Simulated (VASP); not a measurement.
# BN in VASP: further runs

Runs on BN. Level: PBE. Tasks: single point.

All numbers are computed with VASP 6.6.1; they aren't measurements. Logs are shortened: lines on timing, memory, paths and dates and some standing lists are left out, and cuts for length are marked.

### 1 The cell of the first run

The structure is tetragonal, space group I-4m2 (No. 119). The conventional cell has a = 2.602 Å, b = 2.602 Å, c = 3.572 Å, α = 90.00°, β = 90.00°, γ = 90.00°. Within 2.1 Å of B (site symmetry -4m2) lie 4 N at 1.58 Å. Within 2.1 Å of N (site symmetry -4m2) lie 4 B at 1.58 Å.

### 2 Single point, PBE (strain +0.015 along x and y, -0.015 along z)

Contents of INCAR:

```
PREC = Accurate ; ENCUT = 520
EDIFF = 1E-7 ; ISMEAR = 0
SIGMA = 0.05 ; LREAL = F
LASPH = T ; NELM = 100
ALGO = Normal ; ISIF = 2
LWAVE = F ; LCHARG = F
GGA = PE ; NBANDS = 11
```

Contents of KPOINTS:

```
Automatic mesh
0
Gamma
  12 12 12
```

Contents of POSCAR:

```
BN
1.0
    0.0000000000      1.8401960150      1.7858059850
    1.8401960150      0.0000000000      1.7858059850
    1.8401960150      1.8401960150      0.0000000000
B N
1 1
Direct
    0.0000000000      0.0000000000      0.0000000000
    0.7500000000      0.7500000000      0.7500000000
```

Potentials or basis: VASP PAW PBE potentials, release 64 (B, N).

Launch:

```sh
> cat potpaw_PBE.64/B/POTCAR potpaw_PBE.64/N/POTCAR > POTCAR
> mpirun -np 1 vasp_std > vasp.out
```

OUTCAR:

```text
PREC = Accurate
   ENCUT = 520
   EDIFF = 1E-7
   ISMEAR = 0
   LREAL = F
   LASPH = T
   NELM = 100
   ISIF = 2
   GGA = PE

 ion  position               nearest neighbor table
   1  0.000  0.000  0.000-   2 1.58   2 1.58   2 1.58   2 1.58
   2  0.750  0.750  0.750-   1 1.58   1 1.58   1 1.58   1 1.58

  LATTYP: Found a body centered tetragonal cell.
 ALAT       =     2.6024301618
 C/A-ratio  =     1.3724141467

  Lattice vectors:

 A1 = (   0.0000000000,  -1.8401960150,  -1.7858059850)
 A2 = (   0.0000000000,   1.8401960150,  -1.7858059850)
 A3 = (   1.8401960150,   0.0000000000,   1.7858059850)

Analysis of symmetry for initial positions (statically):
=====================================================================
 Subroutine PRICEL returns:
 Original cell was already a primitive cell.

 Routine SETGRP: Setting up the symmetry group for a
 body centered tetragonal supercell.

 Subroutine GETGRP returns: Found  8 space group operations
 (whereof  8 operations were pure point group operations)
 out of a pool of 16 trial point group operations.

The static configuration has the point symmetry D_2d.

Analysis of symmetry for dynamics (positions and initial velocities):
=====================================================================
 Subroutine PRICEL returns:
 Original cell was already a primitive cell.

 Routine SETGRP: Setting up the symmetry group for a
 body centered tetragonal supercell.

 Subroutine GETGRP returns: Found  8 space group operations
 (whereof  8 operations were pure point group operations)
 out of a pool of 16 trial point group operations.

The dynamic configuration has the point symmetry D_2d.

 Subroutine INISYM returns: Found  8 space group operations
 (whereof  8 operations are pure point group operations),
 and found     1 'primitive' translations

----------------------------------------------------------------------------------------

                                     Primitive cell

  volume of cell :      12.0946

  direct lattice vectors                    reciprocal lattice vectors
     0.000000000  1.840196015  1.785805985    -0.271710185  0.271710185  0.279985622
     1.840196015  0.000000000  1.785805985     0.271710185 -0.271710185  0.279985622
     1.840196015  1.840196015  0.000000000     0.271710185  0.271710185 -0.279985622

  length of vectors
     2.564259033  2.564259033  2.602430162     0.475441687  0.475441687  0.475441687

  position of ions in fractional coordinates (direct lattice)
     0.000000000  0.000000000  0.000000000
     0.750000000  0.750000000  0.750000000

  ion indices of the primitive-cell ions
   primitive index   ion index
                 1           1
                 2           2

----------------------------------------------------------------------------------------

 KPOINTS: Automatic mesh

Automatic generation of k-mesh.
 Grid dimensions read from file:
 generate k-points for:   12   12   12

 Generating k-lattice:

  Cartesian coordinates                     Fractional coordinates (reciprocal lattice)
    -0.022642515  0.022642515  0.023332135     0.083333333  0.000000000  0.000000000
     0.022642515 -0.022642515  0.023332135     0.000000000  0.083333333  0.000000000
     0.022642515  0.022642515 -0.023332135     0.000000000  0.000000000  0.083333333

  Length of vectors
     0.039620141  0.039620141  0.039620141

  Shift w.r.t. Gamma in fractional coordinates (k-lattice)
     0.000000000  0.000000000  0.000000000

 Subroutine IBZKPT returns following result:
 ===========================================

 Found    163 irreducible k-points:

 Following reciprocal coordinates:
            Coordinates               Weight
  0.000000  0.000000  0.000000      1.000000
  0.083333  0.000000  0.000000      8.000000
  0.166667  0.000000  0.000000      8.000000
  0.250000  0.000000  0.000000      8.000000
  0.333333  0.000000  0.000000      8.000000
  0.416667  0.000000  0.000000      8.000000
[... 16 lines left out ...]
  0.500000  0.166667  0.000000      8.000000
 -0.416667  0.166667  0.000000      8.000000
 [... further k-points ...]
   k-points           NKPTS =    163   k-points in BZ     NKDIM =    163   number of bands    NBANDS=     11
   number of dos      NEDOS =    301   number of ions     NIONS =      2
   total plane-waves  NPLWV =   8000
   dimension x,y,z NGX =    20 NGY =   20 NGZ =   20
   dimension x,y,z NGXF=    40 NGYF=   40 NGZF=   40
   ions per type =               1   1
   NGX,Y,Z   is equivalent  to a cutoff of  12.97, 12.97, 12.78 a.u.
   NGXF,Y,Z  is equivalent  to a cutoff of  25.93, 25.93, 25.55 a.u.
 SYSTEM =  unknown system
   PREC   = accura    normal or accurate (medium, high low for compatibility)
   ISTART =      0    job   : 0-new  1-cont  2-samecut
   ICHARG =      2    charge: 1-file 2-atom 10-const
   ISPIN  =      1    spin polarized calculation?
   LNONCOLLINEAR =      F non collinear calculations
   LSORBIT =      F    spin-orbit coupling
   LASPH  =      T    aspherical Exc in radial PAW
   ENCUT  =  520.0 eV  38.22 Ry    6.18 a.u.   4.77  4.77  4.84*2*pi/ulx,y,z
   NELM   =    100;   NELMIN=  2; NELMDL= -5     # of ELM steps
   EDIFF  = 0.1E-06   stopping-criterion for ELM
   LREAL  =      F    real-space projection
   EDIFFG = 0.1E-05   stopping-criterion for IOM
   NSW    =      0    number of steps for IOM
   IBRION =     -1    ionic relax: 0-MD 1-quasi-New 2-CG
   NFREE  =      0    steps in history (QN), initial steepest desc. (CG)
   ISIF   =      2    stress and relaxation
   ISYM   =      2    0-nonsym 1-usesym 2-fastsym
   POTIM  = 0.5000    time-step for ionic-motion
   TEBEG  =    0.0;   TEEND  =   0.0 temperature during run
   PSTRESS=    0.0 pullay stress
   NELECT =       8.0000    total number of electrons
   NUPDOWN=      -1.0000    fix difference up-down
   EMIN   =  10.00;   EMAX   =-10.00  energy-range for DOS
   EFERMI =   0.00;   METHOD = LEGACY
   ISMEAR =     0;   SIGMA  =   0.05  broadening in eV -4-tet -1-fermi 0-gaus
   EFERMI_NEDOS =   21; number of points for ismear=-14 and -15
   IALGO  =     38    algorithm
   IMIX   =      4    mixing-type and parameters
     AMIX     =   0.40;   BMIX     =  1.00
     AMIX_MAG =   1.60;   BMIX_MAG =  1.00
  volume/ion in A,a.u.               =       6.05        40.81
  Fermi-wavevector in a.u.,A,eV,Ry     =   1.426398  2.695501 27.682561  2.034611
  Thomas-Fermi vector in A             =   2.546679
   LORBIT       =      0    0 simple, 1 ext, 2 COOP (PROOUT), +10 PAW based schemes
   GGA     = PE    functional components
   LHFCALC =     F    Hartree Fock is set to
   AEXX    =    0.0000 exact exchange contribution
   IVDW    =     0    specifies the selected vdW correction
   LEPSILON=     F    determine dielectric tensor
   LRPA    =     F    only Hartree local field effects (RPA)
 non-spin polarized calculation
 Gauss-broadening in eV      SIGMA  =   0.05
  energy-cutoff  :      520.00
  volume of cell :       12.09
 maximum number of plane-waves:       338
   NGX =  9   NGY =  9   NGZ =  9

 number of electron       8.0000000 magnetization

 Free energy of the ion-electron system (eV)
  ---------------------------------------------------
  ext. energy  EPLUGINS =         0.00000000
  ---------------------------------------------------
  free energy    TOTEN  =       -17.43492971 eV

  energy without entropy =      -17.43492971  energy(sigma->0) =      -17.43492971

 E-fermi :   7.5069     XC(G=0): -12.7061

 val. band max:        7.2996035874   @ k =   0.0000   0.0000   0.0000
 cond. band min:      11.2210354055   @ k =   0.5000   0.5000   0.0000
 fundamental gap:      3.9214318182
 Fermi energy:         7.5068929016

 k-point     1 :       0.0000    0.0000    0.0000
  band No.  band energies     occupation
      1     -12.8480      2.00000
      2       7.0220      2.00000
      3       7.0220      2.00000
      4       7.2996      2.00000
      5      15.6880      0.00000
      6      15.8996      0.00000
      7      15.8996      0.00000
      8      17.0737      0.00000
      9      31.4283      0.00000
     10      33.8439      0.00000
     11      34.6951      0.00000

 k-point     2 :       0.0833    0.0000    0.0000
  band No.  band energies     occupation
      1     -12.6821      2.00000
      2       6.2010      2.00000
      3       6.8351      2.00000
      4       7.0588      2.00000
      5      15.8639      0.00000
      6      16.1603      0.00000
      7      16.1605      0.00000
      8      17.6626      0.00000
      9      31.2591      0.00000
     10      31.8888      0.00000
     11      32.7753      0.00000

 k-point     3 :       0.1667    0.0000    0.0000
  band No.  band energies     occupation
      1     -12.1908      2.00000
      2       4.1510      2.00000
      3       6.3792      2.00000
      4       6.6446      2.00000
      5      16.1492      0.00000
      6      16.7529      0.00000
      7      16.7670      0.00000
      8      19.0218      0.00000
      9      30.5019      0.00000
     10      30.6407      0.00000
     11      31.3941      0.00000

 k-point     4 :       0.2500    0.0000    0.0000
  band No.  band energies     occupation
      1     -11.3983      2.00000
      2       1.7321      2.00000
      3       5.8510      2.00000
      4       6.1790      2.00000
      5      16.3943      0.00000
      6      17.2886      0.00000
      7      17.4290      0.00000
      8      20.3796      0.00000
      9      30.0802      0.00000
     10      30.2646      0.00000
     11      30.9186      0.00000
[... 239 lines left out ...]
 k-point    22 :       0.4167    0.1667    0.0000
  band No.  band energies     occupation
      1      -9.4208      2.00000
      2      -0.9815      2.00000
      3       4.0144      2.00000
      4       4.2676      2.00000
      5      15.2200      0.00000
      6      19.4658      0.00000
      7      19.7018      0.00000
      8      20.4041      0.00000
      9      27.3996      0.00000
     10      33.1431      0.00000
     11      35.1171      0.00000

 k-point    23 :       0.5000    0.1667    0.0000
  band No.  band energies     occupation
      1      -8.5076      2.00000
      2      -2.4600      2.00000
      3       3.7205      2.00000
      4       4.0678      2.00000
      5      15.5407      0.00000
      6      19.4110      0.00000
      7      19.4570      0.00000
      8      21.7116      0.00000
      9      27.6071      0.00000
     10      33.2074      0.00000
     11      34.3622      0.00000

 k-point    24 :      -0.4167    0.1667    0.0000
  band No.  band energies     occupation
      1      -8.3907      2.00000
      2      -2.6385      2.00000
      3       3.3234      2.00000
      4       4.3672      2.00000
      5      15.9438      0.00000
      6      19.0946      0.00000
      7      19.2608      0.00000
      8      22.5177      0.00000
      9      27.6679      0.00000
     10      32.1384      0.00000
     11      33.3303      0.00000

 [... further k-points ...]
[... 5 lines left out ...]
  --------------------------------------------------------------------------------------
  -------------------------------------------------------------------------------------
  Total       -0.8510371     -0.8510371      0.4550565      0.0000000      0.0000000      0.0000000
  in kB     -112.7370449   -112.7370449     60.2814245      0.0000000      0.0000000      0.0000000
  external PRESSURE =     -55.0642218 kB  Pullay stress =       0.0000000 kB

 VOLUME and BASIS-vectors are now :
 -----------------------------------------------------------------------------
  energy-cutoff  :      520.00
  volume of cell :       12.09
      direct lattice vectors                 reciprocal lattice vectors
     0.000000000  1.840196015  1.785805985    -0.271710185  0.271710185  0.279985622
     1.840196015  0.000000000  1.785805985     0.271710185 -0.271710185  0.279985622
     1.840196015  1.840196015  0.000000000     0.271710185  0.271710185 -0.279985622

 POSITION                                       TOTAL-FORCE (eV/Angst)
 -----------------------------------------------------------------------------------
      0.00000      0.00000      0.00000        -0.000000     -0.000000     -0.000000
      2.76029      2.76029      2.67871         0.000000      0.000000      0.000000
 -----------------------------------------------------------------------------------
    total drift:                               -0.000001     -0.000001      0.000001

  FREE ENERGIE OF THE ION-ELECTRON SYSTEM (eV)
  ---------------------------------------------------
  free  energy   TOTEN  =       -17.4349297104 eV

  energy  without entropy=      -17.4349297104  energy(sigma->0) =      -17.43492971
```

It took 10 s on 1 thread of Intel Xeon 6975P-C (Granite Rapids), shared host; peak memory 0.13 GiB.

Results:

- Free energy: -17.4349 eV
- Pressure: -5.5 GPa
- Band gap on the k mesh: 3.92 eV, indirect (least direct gap 8.39 eV)

Stress tensor (GPa, compression positive):
```
-11.27   0.00   0.00
  0.00 -11.27   0.00
  0.00   0.00   6.03
```

Caveat: the cell differs from its parent crystal (strain +0.015 along x and y, -0.015 along z). A k mesh can miss the band edges.

### 3 Single point, PBE (strain +0.030 along x and y, +0.000 along z)

Contents of INCAR:

```
SYSTEM = BN
  ALGO = Normal
  EDIFF = 1E-6
  ENCUT = 520
  GGA = PE
  ISIF = 2
  ISMEAR = 0
  LASPH = .TRUE.
  LCHARG = .FALSE.
  LREAL = .FALSE.
  LWAVE = .FALSE.
  NBANDS = 11
  NELM = 60
  PREC = Accurate
  SIGMA = 0.05
```

Contents of KPOINTS:

```
k-points
0
G
  12 12 12
  0 0 0
```

Contents of POSCAR:

```
BN
1.0
    0.0000000000      1.8673910300      1.8130010000
    1.8673910300      0.0000000000      1.8130010000
    1.8673910300      1.8673910300      0.0000000000
B N
1 1
Direct
    0.0000000000      0.0000000000      0.0000000000
    0.7500000000      0.7500000000      0.7500000000
```

Potentials or basis: VASP PAW PBE potentials, release 64 (B, N).

Launch:

```sh
> cat potpaw_PBE.64/B/POTCAR potpaw_PBE.64/N/POTCAR > POTCAR
> mpirun -np 1 vasp_std > vasp.out
```

It took 9.5 s on 1 thread of Intel Xeon 6975P-C (Granite Rapids), shared host; peak memory 0.13 GiB.

The run converged. Its results:

| Quantity | Value |
| --- | --- |
| Free energy | -17.3917 eV |
| Pressure | -19.9 GPa |
| Band gap on the k mesh | 3.90 eV, indirect (least direct gap 8.19 eV) |

Stress tensor (GPa, compression positive):
```
-25.40   0.00   0.00
  0.00 -25.40   0.00
  0.00   0.00  -9.03
```

Levels at points of the mesh, in eV from the valence-band top:
| k point | band 1 | band 2 | band 3 | band 4 | band 5 | band 6 | band 7 | band 8 | band 9 |
| --- | --- | --- | --- | --- | --- | --- | --- | --- | --- |
| (0.00, 0.00, 0.00) | -19.65 | -0.27 | -0.27 | 0.00 | 8.19 | 8.39 | 8.39 | 9.08 | 23.32 |
| (0.50, 0.00, 0.00) | -15.75 | -10.26 | -2.20 | -1.79 | 8.92 | 10.00 | 10.46 | 14.38 | 22.32 |
| (0.50, 0.50, 0.00) | -14.27 | -8.39 | -5.00 | -5.00 | 3.90 | 8.22 | 16.76 | 16.76 | 19.86 |
| (0.50, 0.00, 0.50) | -14.58 | -8.80 | -4.63 | -4.62 | 4.37 | 8.89 | 16.46 | 16.86 | 19.28 |

Caveat: the cell differs from its parent crystal (strain +0.030 along x and y, +0.000 along z). A k mesh can miss the band edges.

### 4 Single point, PBE (strain +0.015 along x and y, +0.030 along z)

INCAR is that of step 3.

KPOINTS is that of step 3.

Contents of POSCAR:

```
BN
1.0
    0.0000000000      1.8401960150      1.8673910300
    1.8401960150      0.0000000000      1.8673910300
    1.8401960150      1.8401960150      0.0000000000
B N
1 1
Direct
    0.0000000000      0.0000000000      0.0000000000
    0.7500000000      0.7500000000      0.7500000000
```

Launch:

```sh
> cat potpaw_PBE.64/B/POTCAR potpaw_PBE.64/N/POTCAR > POTCAR
> mpirun -np 1 vasp_std > vasp.out
```

Run time: 10 s. Hardware: 1 thread of Intel Xeon 6975P-C (Granite Rapids), shared host; peak memory 0.13 GiB.

It converged, with:

```yaml
Free_energy: -17.4009 eV
Pressure: -20.0 GPa
Band_gap_on_the_k_mesh: 4.26 eV, indirect (least direct gap 8.41 eV)
```

Stress tensor (GPa, compression positive):
```
-17.13   0.00   0.00
  0.00 -17.13   0.00
  0.00   0.00 -25.75
```

Levels at points of the mesh, in eV from the valence-band top:
| k point | band 2 | band 3 | band 4 | band 5 | band 6 | band 7 |
| --- | --- | --- | --- | --- | --- | --- |
| (0.00, 0.00, 0.00) | -0.14 | 0.00 | 0.00 | 8.41 | 8.41 | 8.52 |
| (0.50, 0.00, 0.00) | -10.13 | -1.97 | -1.76 | 9.17 | 10.26 | 10.35 |
| (0.50, 0.50, 0.00) | -8.67 | -4.50 | -4.50 | 4.49 | 9.02 | 16.82 |
| (0.50, 0.00, 0.50) | -8.46 | -4.69 | -4.68 | 4.26 | 8.68 | 16.74 |

Caveat: the cell differs from its parent crystal (strain +0.015 along x and y, +0.030 along z).

### 5 Single point, PBE (strain +0.030 along x and y, +0.015 along z)

Contents of INCAR:

```
SYSTEM = BN
PREC     = Accurate       ! precision mode
ENCUT    = 520            ! plane-wave cutoff, eV
EDIFF    = 1E-6           ! SCF threshold, eV
ISMEAR   = 0              ! smearing method
SIGMA    = 0.05           ! smearing width, eV
LREAL    = .FALSE.        ! projectors in reciprocal space
LASPH    = .TRUE.         ! aspherical terms in the spheres
NELM     = 80             ! most SCF steps
ALGO     = Normal         ! electronic algorithm
ISIF     = 2              ! what is computed and relaxed
LWAVE    = .FALSE.        ! write WAVECAR
LCHARG   = .FALSE.        ! write CHGCAR
GGA      = PE             ! functional
NBANDS   = 11             ! bands
```

Contents of KPOINTS:

```
Automatic mesh
0
G
  12 12 12
  0 0 0
```

Contents of POSCAR:

```
BN
1.0
    0.0000000000      1.8673910300      1.8401960150
    1.8673910300      0.0000000000      1.8401960150
    1.8673910300      1.8673910300      0.0000000000
B N
1 1
Direct
    0.0000000000      0.0000000000      0.0000000000
    0.7500000000      0.7500000000      0.7500000000
```

Launch:

```sh
> cat potpaw_PBE.64/B/POTCAR potpaw_PBE.64/N/POTCAR > POTCAR
> mpirun -np 1 vasp_std > vasp.out
```

It took 11 s on 1 thread of Intel Xeon 6975P-C (Granite Rapids), shared host; peak memory 0.13 GiB.

Results (log left out):

| Property | Result |
| --- | --- |
| Free energy | -17.3755 eV |
| Pressure | -24.2 GPa |
| Band gap on the k mesh | 4.13 eV, indirect (least direct gap 8.27 eV) |

Stress tensor (GPa, compression positive):
```
-26.96   0.00   0.00
  0.00 -26.96   0.00
  0.00   0.00 -18.79
```

Levels at points of the mesh, in eV from the valence-band top:
```csv
k point,band 2,band 3,band 4,band 5,band 6,band 7
"(0.00, 0.00, 0.00)",-0.13,-0.13,0.00,8.27,8.37,8.37
"(0.50, 0.00, 0.00)",-10.04,-1.98,-1.78,8.95,10.09,10.27
"(0.50, 0.50, 0.00)",-8.35,-4.72,-4.72,4.13,8.45,16.61
"(0.50, 0.00, 0.50)",-8.55,-4.54,-4.54,4.36,8.78,16.47
```

Caveat: the cell differs from its parent crystal (strain +0.030 along x and y, +0.015 along z). A k mesh can miss the band edges.

(Part 1 of 2 ends here.)
